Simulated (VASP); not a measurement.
# Al5Os3 (R-3m) in VASP: a series of runs

Al5Os3 is run at these levels: LDA; tasks: single point, relaxation of cell and atoms.

Everything below comes from runs of VASP 6.6.1. Logs are shortened: lines on timing, memory, paths and dates and some standing lists are left out, and cuts for length are marked.

### Step 1. The cell of the first run

Symmetry: R-3m, No. 166, trigonal system. The conventional cell has a = 5.560 Å, b = 5.560 Å, c = 12.457 Å, α = 90.00°, β = 90.00°, γ = 120.00°. Os (site symmetry 2/m) has 8 Al at 2.62 to 2.78 Å and 4 Os at 2.78 Å within 3.5 Å. Within 3.5 Å of Al (site symmetry -3m) lie 6 Os at 2.62 Å and 6 Al at 2.78 Å. Within 3.5 Å of Al (site symmetry 2/m) lie 4 Os at 2.62 Å and 8 Al at 2.62 to 2.78 Å. Al (site symmetry -3m) has 6 Al at 2.62 Å and 6 Os at 2.78 Å within 3.5 Å.

### Step 2. Single point, LDA

Contents of INCAR:

```
SYSTEM = Al5Os3
ALGO = Normal
EDIFF = 1E-6
ENCUT = 600
GGA_COMPAT = .FALSE.
ISIF = 2
ISMEAR = 1
LASPH = .TRUE.
LCHARG = .TRUE.
LELF = .TRUE.
LREAL = .FALSE.
LVHAR = .TRUE.
LWAVE = .FALSE.
NBANDS = 30
NELM = 120
PREC = Accurate
SIGMA = 0.05
```

Contents of KPOINTS:

```
k-points
0
G
  4 4 4
  0 0 0
```

Contents of POSCAR:

```
Al5Os3
1.0
    0.0000000000      3.9314826557      3.9314826557
    3.9314826557      0.0000000000      3.9314826557
    3.7078113240      3.7078113240      0.2236713317
Os Al
3 5
Direct
    0.0000000000      0.0000000000      0.0000000000
    0.0000000000      0.5000000000      0.0000000000
    0.5000000000      0.0000000000      0.0000000000
    0.0000000000      0.0000000000      0.5000000000
    0.0000000000      0.5000000000      0.5000000000
    0.5000000000      0.0000000000      0.5000000000
    0.5000000000      0.5000000000      0.0000000000
    0.5000000000      0.5000000000      0.5000000000
```

Potentials or basis: VASP PAW LDA potentials, release 64 (Os, Al).

Launch:

```sh
$ cat potpaw_LDA.64/Os/POTCAR potpaw_LDA.64/Al/POTCAR > POTCAR
$ mpirun -np 1 vasp_std > vasp.out
```

OUTCAR:

```text
SYSTEM = Al5Os3
   EDIFF = 1E-6
   ENCUT = 600
   ISIF = 2
   ISMEAR = 1
   LASPH = .TRUE.
   LREAL = .FALSE.
   NELM = 120
   PREC = Accurate

 ion  position               nearest neighbor table
   1  0.000  0.000  0.000-   4 2.62   4 2.62   5 2.62   6 2.62   5 2.62   6 2.62   2 2.78   2 2.78
                             7 2.78   3 2.78   3 2.78   7 2.78
   2  0.000  0.500  0.000-   5 2.62   4 2.62   5 2.62   8 2.62   4 2.62   8 2.62   1 2.78   3 2.78
                             7 2.78   3 2.78   7 2.78   1 2.78
   3  0.500  0.000  0.000-   6 2.62   4 2.62   6 2.62   8 2.62   8 2.62   4 2.62   2 2.78   7 2.78
                             7 2.78   1 2.78   2 2.78   1 2.78
   4  0.000  0.000  0.500-   1 2.62   1 2.62   2 2.62   3 2.62   2 2.62   3 2.62   6 2.78   5 2.78
                             8 2.78   5 2.78   6 2.78   8 2.78
   5  0.000  0.500  0.500-   2 2.62   1 2.62   2 2.62   7 2.62   1 2.62   7 2.62   8 2.78   4 2.78
                             6 2.78   6 2.78   4 2.78   8 2.78
   6  0.500  0.000  0.500-   3 2.62   1 2.62   3 2.62   7 2.62   7 2.62   1 2.62   5 2.78   8 2.78
                             8 2.78   4 2.78   4 2.78   5 2.78
   7  0.500  0.500  0.000-   8 2.62   5 2.62   6 2.62   8 2.62   6 2.62   5 2.62   1 2.78   3 2.78
                             2 2.78   1 2.78   2 2.78   3 2.78
   8  0.500  0.500  0.500-   7 2.62   2 2.62   3 2.62   7 2.62   3 2.62   2 2.62   5 2.78   4 2.78
                             6 2.78   6 2.78   4 2.78   5 2.78

  LATTYP: Found a trigonal (rhomboedric) cell.
 ALAT       =     5.2484053286
 COS(alpha) =     0.4388771006

  Lattice vectors:

 A1 = (   3.7078113240,  -0.2236713317,  -3.7078113240)
 A2 = (  -0.2236713317,   3.7078113240,  -3.7078113240)
 A3 = (   3.7078113240,   3.7078113240,   0.2236713317)

Analysis of symmetry for initial positions (statically):
=====================================================================
 Subroutine PRICEL returns:
 Original cell was already a primitive cell.

 Routine SETGRP: Setting up the symmetry group for a
 trigonal (rhombohedral) supercell.

 Subroutine GETGRP returns: Found 12 space group operations
 (whereof  4 operations were pure point group operations)
 out of a pool of 12 trial point group operations.

The static configuration has the point symmetry C_2h.
 The point group associated with its full space group is D_3d.

Analysis of symmetry for dynamics (positions and initial velocities):
=====================================================================
 Subroutine PRICEL returns:
 Original cell was already a primitive cell.

 Routine SETGRP: Setting up the symmetry group for a
 trigonal (rhombohedral) supercell.

 Subroutine GETGRP returns: Found 12 space group operations
 (whereof  4 operations were pure point group operations)
 out of a pool of 12 trial point group operations.
[... 114 lines left out ...]
   NUPDOWN=      -1.0000    fix difference up-down
   EMIN   =  10.00;   EMAX   =-10.00  energy-range for DOS
   EFERMI =   0.00;   METHOD = LEGACY
   ISMEAR =     1;   SIGMA  =   0.05  broadening in eV -4-tet -1-fermi 0-gaus
   EFERMI_NEDOS =   21; number of points for ismear=-14 and -15
   IALGO  =     38    algorithm
   IMIX   =      4    mixing-type and parameters
     AMIX     =   0.40;   BMIX     =  1.00
     AMIX_MAG =   1.60;   BMIX_MAG =  1.00
  volume/ion in A,a.u.               =      13.90        93.77
  Fermi-wavevector in a.u.,A,eV,Ry     =   1.154631  2.181936 18.138916  1.333173
  Thomas-Fermi vector in A             =   2.291266
   LORBIT       =      0    0 simple, 1 ext, 2 COOP (PROOUT), +10 PAW based schemes
   GGA     = CA    functional components
   LHFCALC =     F    Hartree Fock is set to
   AEXX    =    0.0000 exact exchange contribution
   IVDW    =     0    specifies the selected vdW correction
   LEPSILON=     F    determine dielectric tensor
   LRPA    =     F    only Hartree local field effects (RPA)
 non-spin polarized calculation
 Methfessel and Paxton  Order N= 1 SIGMA  =   0.05
  energy-cutoff  :      600.00
  volume of cell :      111.16
 maximum number of plane-waves:      3726
 NGX is ok and might be reduce to    48
   NGX = 23   NGY = 23   NGZ = 21

 number of electron      39.0000001 magnetization

 Free energy of the ion-electron system (eV)
  ---------------------------------------------------
  ext. energy  EPLUGINS =         0.00000000
  ---------------------------------------------------
  free energy    TOTEN  =       -59.89733978 eV

  energy without entropy =      -59.89372757  energy(sigma->0) =      -59.89613571

 E-fermi :   9.0736     XC(G=0): -12.2023

 val. band max:        9.0598537152   @ k =   0.0000   0.0000   0.5000
 cond. band min:       9.0752002378   @ k =   0.5000   0.0000  -0.0000
 fundamental gap:      0.0153465226
 Fermi energy:         9.0735793241

 k-point     1 :       0.0000    0.0000    0.0000
  band No.  band energies     occupation
      1      -2.3485      2.00000
      2       2.2310      2.00000
      3       3.2356      2.00000
      4       3.2356      2.00000
      5       3.6119      2.00000
      6       3.7009      2.00000
[... 418 lines left out ...]
     29      15.1548      0.00000
     30      15.6294      0.00000

------------------------ aborting loop because EDIFF is reached ----------------------------------------

  FORCE on cell =-STRESS in cart. coord.  units (eV):
  Direction    XX          YY          ZZ          XY          YZ          ZX
  --------------------------------------------------------------------------------------
  -------------------------------------------------------------------------------------
  Total        0.4215406      0.4215406      0.4215406     -0.1123285      0.1123285      0.1123285
  in kB        6.0756183      6.0756183      6.0756183     -1.6189783      1.6189783      1.6189783
  external PRESSURE =       6.0756183 kB  Pullay stress =       0.0000000 kB

 VOLUME and BASIS-vectors are now :
 -----------------------------------------------------------------------------
  energy-cutoff  :      600.00
  volume of cell :      111.16
      direct lattice vectors                 reciprocal lattice vectors
     0.000000000  3.931482656  3.931482656    -0.131133763  0.123223203  0.131133763
     3.931482656  0.000000000  3.931482656     0.123223203 -0.131133763  0.131133763
     3.707811324  3.707811324  0.223671332     0.139044323  0.139044323 -0.139044323

 POSITION                                       TOTAL-FORCE (eV/Angst)
 -----------------------------------------------------------------------------------
      0.00000      0.00000      0.00000        -0.000000      0.000000      0.000000
      1.96574      0.00000      1.96574         0.000000      0.000000     -0.000000
      0.00000      1.96574      1.96574        -0.000000     -0.000000      0.000000
      1.85391      1.85391      0.11184        -0.000000      0.000000     -0.000000
      3.81965      1.85391      2.07758        -0.000000      0.000000     -0.000000
      1.85391      3.81965      2.07758        -0.000000      0.000000      0.000000
      1.96574      1.96574      3.93148        -0.000000      0.000000      0.000000
      3.81965      3.81965      4.04332         0.000000     -0.000000     -0.000000
 -----------------------------------------------------------------------------------
    total drift:                                0.000000      0.000000      0.000000

  FREE ENERGIE OF THE ION-ELECTRON SYSTEM (eV)
  ---------------------------------------------------
  free  energy   TOTEN  =       -59.8973397806 eV

  energy  without entropy=      -59.8937275691  energy(sigma->0) =      -59.89613571
```

OSZICAR:

```text
N       E                     dE             d eps       ncg     rms          rms(c)
DAV:   1     0.173250535070E+03    0.17325E+03   -0.17560E+04   780   0.127E+03
DAV:   2    -0.427016524556E+02   -0.21595E+03   -0.20154E+03   816   0.312E+02
DAV:   3    -0.620738136456E+02   -0.19372E+02   -0.18245E+02  1020   0.690E+01
DAV:   4    -0.627228246070E+02   -0.64901E+00   -0.64509E+00   978   0.147E+01
DAV:   5    -0.627356235905E+02   -0.12799E-01   -0.12794E-01   998   0.201E+00    0.363E+01
DAV:   6    -0.609595967158E+02    0.17760E+01   -0.18017E+01  1186   0.200E+01    0.937E+00
DAV:   7    -0.602014933830E+02    0.75810E+00   -0.75714E+00  1056   0.125E+01    0.117E+01
DAV:   8    -0.599073826062E+02    0.29411E+00   -0.58236E-01  1048   0.473E+00    0.954E-01
DAV:   9    -0.598989318045E+02    0.84508E-02   -0.47471E-02  1018   0.104E+00    0.504E-01
DAV:  10    -0.598974309486E+02    0.15009E-02   -0.30651E-03   960   0.287E-01    0.197E-01
DAV:  11    -0.598973516515E+02    0.79297E-04   -0.46117E-04   922   0.116E-01    0.105E-01
DAV:  12    -0.598973421691E+02    0.94824E-05   -0.55432E-05   988   0.409E-02    0.307E-02
DAV:  13    -0.598973398721E+02    0.22970E-05   -0.43008E-06   902   0.106E-02    0.920E-03
DAV:  14    -0.598973397806E+02    0.91495E-07   -0.47621E-07   576   0.371E-03
   1 F= -.59897340E+02 E0= -.59896136E+02  d E =-.361221E-02
```

It took 35 s on 1 thread of Intel Xeon 6975P-C (Granite Rapids), shared host; peak memory 0.24 GiB.

What came out:

```
Free energy            : -59.8973 eV
Pressure               : 0.6 GPa
Band gap on the k mesh : zero (an odd number of electrons rules out a gap without spin polarisation)
```

Caveat: the k points lie up to 0.38 Å⁻¹ apart, too coarse for converged energies and pressures of a metal; spin-orbit coupling is left out, which moves the levels of the heavy elements.

### Step 3. Relaxation of cell and atoms, LDA

This run uses another cell than the first one, of 15.57 Å³/atom.

Contents of INCAR:

```
SYSTEM = Al5Os3
PREC = Accurate
ENCUT = 600
EDIFF = 1E-7
ISMEAR = 1
SIGMA = 0.05
LREAL = .FALSE.
LASPH = .TRUE.
NELM = 120
ALGO = Normal
ISIF = 3
LWAVE = .FALSE.
LCHARG = .FALSE.
IBRION = 2
NSW = 60
EDIFFG = -0.01
GGA_COMPAT = .FALSE.
NELMIN = 4
```

Contents of KPOINTS:

```
regular mesh
0
G
  4 4 4
  0 0 0
```

Contents of POSCAR:

```
Al5Os3
1.0
    0.0000000000      3.9637500000      3.9637500000
    3.9637500000      0.0000000000      3.9637500000
    3.9637500000      3.9637500000      0.0000000000
Al Os
5 3
Direct
    0.0000000000      0.0000000000      0.0000000000
    0.0000000000      0.0000000000      0.5000000000
    0.0000000000      0.5000000000      0.0000000000
    0.5000000000      0.0000000000      0.0000000000
    0.5000000000      0.0000000000      0.5000000000
    0.0000000000      0.5000000000      0.5000000000
    0.5000000000      0.5000000000      0.0000000000
    0.5000000000      0.5000000000      0.5000000000
```

Potentials or basis: VASP PAW LDA potentials, release 64 (Al, Os).

Launch:

```sh
$ cat potpaw_LDA.64/Al/POTCAR potpaw_LDA.64/Os/POTCAR > POTCAR
$ mpirun -np 1 vasp_std > vasp.out
```

Run time: 4.3 min. Hardware: 1 thread of Intel Xeon 6975P-C (Granite Rapids), shared host; peak memory 0.28 GiB.

The run converged. Its results:

```yaml
Free_energy: -59.8996 eV
Relaxed_volume: 13.94 Å³/atom
Relaxed_cell: a = 5.574 Å, b = 5.248 Å, c = 5.574 Å, α = 57.93°, β = 60.00°, γ = 57.93°
Space_group_after_relaxing_to_0.1_Å: R-3m (No. 166)
Energy_gained_by_relaxing: 142.5 meV/atom
Ionic_steps: 10
Pressure_after_relaxing: 0.0 GPa
Band_gap_on_the_k_mesh: zero (an odd number of electrons rules out a gap without spin polarisation)
```

Step by step:
```tsv
step	energy change (eV)	largest force (eV/Å)	pressure (GPa)	volume (Å³)
1	0.0000	0.0000	-18.28	124.55
2	1.0010	0.0000	47.52	95.09
3	-0.9592	0.0000	0.57	111.13
4	-0.9608	0.0000	1.35	110.73
5	-1.1206	0.0000	1.13	110.81
6	-1.1361	0.0000	1.32	110.80
7	-1.1369	0.0000	1.39	110.79
8	-1.1369	0.0000	1.41	110.79
9	-1.1318	0.0000	-2.21	112.72
10	-1.1401	0.0000	-0.01	111.52
```

Final structure:
```xyz
8
Lattice="0.0000 3.9411 3.9411 3.7071 0.2340 3.7071 3.9411 3.9411 0.0000" Properties=species:S:1:pos:R:3 pbc="T T T"
Al    3.9411    3.9411    0.0000
Al    1.9705    1.9705    0.0000
Al    1.8536    0.1170    1.8536
Al    0.0000    1.9705    1.9705
Al    5.6776    4.1750    5.6776
Os    3.8241    2.0875    1.8536
Os    1.8536    2.0875    3.8241
Os    3.8241    4.0580    3.8241
```

Levels at points of the mesh, in eV from the Fermi level:
| k point | band 16 | band 17 | band 18 | band 19 | band 20 | band 21 | band 22 | band 23 |
| --- | --- | --- | --- | --- | --- | --- | --- | --- |
| (0.00, 0.00, 0.00) | -1.02 | -0.51 | -0.43 | -0.43 | 0.03 | 0.05 | 0.05 | 0.10 |
| (0.50, 0.00, 0.00) | -1.04 | -0.88 | -0.41 | -0.16 | -0.14 | 0.00 | 0.20 | 0.94 |
| (0.00, 0.50, 0.00) | -0.54 | -0.44 | -0.44 | -0.02 | -0.02 | 1.41 | 2.07 | 2.07 |
| (0.50, 0.50, 0.00) | -1.60 | -0.69 | -0.41 | -0.27 | 0.05 | 1.09 | 1.82 | 1.98 |

Caveat: spin-orbit coupling is left out, which moves the levels of the heavy elements.

### Step 4. Relaxation of cell and atoms, LDA

This run uses another cell than the first one, of 15.57 Å³/atom.

Contents of INCAR:

```
  PREC = Accurate
  ENCUT = 600
  EDIFF = 1E-7
  ISMEAR = 1
  SIGMA = 0.05
  LREAL = F
  LASPH = T
  NELM = 120
  ALGO = Normal
  ISIF = 3
  LWAVE = F
  LCHARG = F
  IBRION = 2
  NSW = 60
  EDIFFG = -0.01
  GGA_COMPAT = F
  NELMIN = 4
```

Contents of KPOINTS:

```
regular mesh
0
Gamma
  4 4 4
```

Contents of POSCAR:

```
Al5Os3
1.0
    0.0000000000      3.9637500000      3.9637500000
    3.9637500000      0.0000000000      3.9637500000
    3.9637500000      3.9637500000      0.0000000000
Os Al
3 5
Direct
    0.0000000000      0.0000000000      0.0000000000
    0.0000000000      0.5000000000      0.0000000000
    0.5000000000      0.0000000000      0.0000000000
    0.0000000000      0.0000000000      0.5000000000
    0.0000000000      0.5000000000      0.5000000000
    0.5000000000      0.0000000000      0.5000000000
    0.5000000000      0.5000000000      0.0000000000
    0.5000000000      0.5000000000      0.5000000000
```

Potentials or basis: VASP PAW LDA potentials, release 64 (Os, Al).

Launch:

```sh
$ cat potpaw_LDA.64/Os/POTCAR potpaw_LDA.64/Al/POTCAR > POTCAR
$ mpirun -np 1 vasp_std > vasp.out
```

Run time: 4.4 min. Hardware: 1 thread of Intel Xeon 6975P-C (Granite Rapids), shared host; peak memory 0.29 GiB.

The run converged. Its results:

```yaml
Free_energy: -59.8996 eV
Relaxed_volume: 13.94 Å³/atom
Relaxed_cell: a = 5.574 Å, b = 5.574 Å, c = 5.248 Å, α = 57.93°, β = 57.93°, γ = 60.00°
Space_group_after_relaxing_to_0.1_Å: R-3m (No. 166)
Energy_gained_by_relaxing: 142.5 meV/atom
Ionic_steps: 10
Pressure_after_relaxing: 0.0 GPa
Band_gap_on_the_k_mesh: zero (an odd number of electrons rules out a gap without spin polarisation)
```

Step by step:
```tsv
step	energy change (eV)	largest force (eV/Å)	pressure (GPa)	volume (Å³)
1	0.0000	0.0000	-18.28	124.55
2	1.0009	0.0000	47.52	95.09
3	-0.9592	0.0000	0.57	111.13
4	-0.9608	0.0000	1.35	110.73
5	-1.1206	0.0000	1.13	110.81
6	-1.1361	0.0000	1.32	110.80
7	-1.1369	0.0000	1.39	110.79
8	-1.1369	0.0000	1.41	110.79
9	-1.1318	0.0000	-2.21	112.72
10	-1.1401	0.0000	-0.01	111.52
```

Final structure:
```cif
data_structure
_symmetry_space_group_name_H-M 'P 1'
_symmetry_Int_Tables_number 1
_cell_length_a 5.5735
_cell_length_b 5.5735
_cell_length_c 5.2479
_cell_angle_alpha 57.925
_cell_angle_beta 57.925
_cell_angle_gamma 60.000
_cell_volume 111.52
loop_
_atom_site_label
_atom_site_type_symbol
_atom_site_fract_x
_atom_site_fract_y
_atom_site_fract_z
_atom_site_occupancy
Os1 Os 0.00000 0.00000 0.00000 1
Os2 Os 0.00000 0.50000 0.00000 1
Os3 Os 0.50000 0.00000 0.00000 1
Al1 Al 0.00000 0.00000 0.50000 1
Al2 Al 0.00000 0.50000 0.50000 1
Al3 Al 0.50000 0.00000 0.50000 1
Al4 Al 0.50000 0.50000 0.00000 1
Al5 Al 0.50000 0.50000 0.50000 1
```

Levels at points of the mesh, in eV from the Fermi level:
| k point | band 17 | band 18 | band 19 | band 20 | band 21 | band 22 |
| --- | --- | --- | --- | --- | --- | --- |
| (0.00, 0.00, 0.00) | -0.51 | -0.43 | -0.43 | 0.03 | 0.05 | 0.05 |
| (0.50, 0.00, 0.00) | -0.88 | -0.41 | -0.16 | -0.14 | 0.00 | 0.20 |
| (0.00, 0.00, 0.50) | -0.44 | -0.44 | -0.02 | -0.02 | 1.41 | 2.07 |
| (0.50, 0.50, 0.00) | -0.69 | -0.41 | -0.27 | 0.05 | 1.09 | 1.82 |

Caveat: spin-orbit coupling is left out, which moves the levels of the heavy elements.

### Step 5. Summary

| task | potentials or basis | cell | gap on the mesh (eV) | pressure (GPa) | relaxed volume (Å³/atom) |
| --- | --- | --- | --- | --- | --- |
| single point | VASP PAW LDA potentials, release 64 (Os, Al) | a = 5.560, b = 5.560, c = 5.248 Å, angles 58.0, 58.0, 60.0°, 8 atoms, atomic positions A | none | 0.6 | - |
| relaxation of cell and atoms | VASP PAW LDA potentials, release 64 (Al, Os) | relaxed from a = 5.606 Å, angles 60.0°, 8 atoms, atomic positions B | none | 0.0 | 13.94 |
| relaxation of cell and atoms | VASP PAW LDA potentials, release 64 (Os, Al) | relaxed from a = 5.606 Å, angles 60.0°, 8 atoms, atomic positions A | none | 0.0 | 13.94 |

Alike in all rows: level LDA; no spin polarisation; k mesh 4 × 4 × 4; cutoff (eV) 600; smearing methfessel-paxton 0.05 eV.

Caveats: some runs use coarse meshes; spin-orbit coupling is left out, which moves the levels of the heavy elements.

Total energies depend on the potentials used, so only differences within one code and one set of settings carry meaning.
